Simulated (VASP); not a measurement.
SrO: single point with r2SCAN

The system is SrO.

```
CELL_PARAMETERS angstrom
0.00000 2.57989 2.57989
2.57989 0.00000 2.57989
2.57989 2.57989 0.00000
ATOMIC_POSITIONS crystal
Sr 0.00000 0.00000 0.00000
O 0.50000 0.50000 0.50000
```

| Item | Value |
| --- | --- |
| Program | VASP 6.6.1 |
| Task | single point |
| Functional | r2SCAN |
| Potentials or basis | VASP PAW PBE potentials, release 64 (Sr_sv, O) |
| Cutoff | 520 eV |
| k mesh | 8 × 8 × 8 |
| Occupations | fermi-dirac, width 0.02 eV |
| Spin | no spin polarisation |

```yaml
Pressure: 0.5 GPa
Band_gap_on_the_k_mesh: 3.75 eV, indirect (least direct gap 3.84 eV)
```

Levels at points of the mesh, in eV from the valence-band top:
| k point | band 4 | band 5 | band 6 | band 7 | band 8 | band 9 | band 10 | band 11 | band 12 | band 13 |
| --- | --- | --- | --- | --- | --- | --- | --- | --- | --- | --- |
| (0.00, 0.00, 0.00) | -14.54 | -14.54 | 0.00 | 0.00 | 0.00 | 4.58 | 6.75 | 6.75 | 6.75 | 9.05 |
| (0.50, 0.00, 0.00) | -14.62 | -13.53 | -2.10 | -1.11 | -1.11 | 7.07 | 8.99 | 9.42 | 9.42 | 12.58 |
| (0.50, 0.50, 0.00) | -14.89 | -14.89 | -0.45 | -0.09 | -0.09 | 3.75 | 8.44 | 10.85 | 11.02 | 11.63 |

It took 58 s on 1 thread of Intel Xeon 6975P-C (shared host), peak memory 0.17 GiB.

Caveat: the PAW data sets were made with another functional, which shifts forces and pressure a little. A k mesh can miss the band edges.
